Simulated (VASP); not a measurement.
A run of VASP 6.6.1 is set up as follows.

Contents of INCAR:

```
PREC = Accurate
ENCUT = 520
EDIFF = 1E-6
ISMEAR = 1
SIGMA = 0.1
LREAL = False
LASPH = True
NELM = 100
ALGO = Normal
ISIF = 2
LWAVE = False
LCHARG = False
GGA = PS
NBANDS = 14
```

KPOINTS

```
Automatic mesh
0
Gamma
  8 8 8
```

The input POSCAR:

```
Bi
1.0
    3.3870659077     -0.0000000188     -0.0000000325
   -1.1290219516      3.1933563685     -0.0000000325
   -1.1290219516     -1.5966781374      2.7655277655
Bi
1
Direct
    0.0000000000      0.0000000000      0.0000000000
```

Potentials or basis: VASP PAW PBE potentials, release 64 (Bi_d).

Launch:

```console
$ cat potpaw_PBE.64/Bi_d/POTCAR > POTCAR
$ mpirun -np 1 vasp_std > vasp.out
```

Question: Predict the pressure.

Answer: -0.1 GPa.

Caveat: the PAW data sets were made with another functional, which shifts forces and pressure a little.
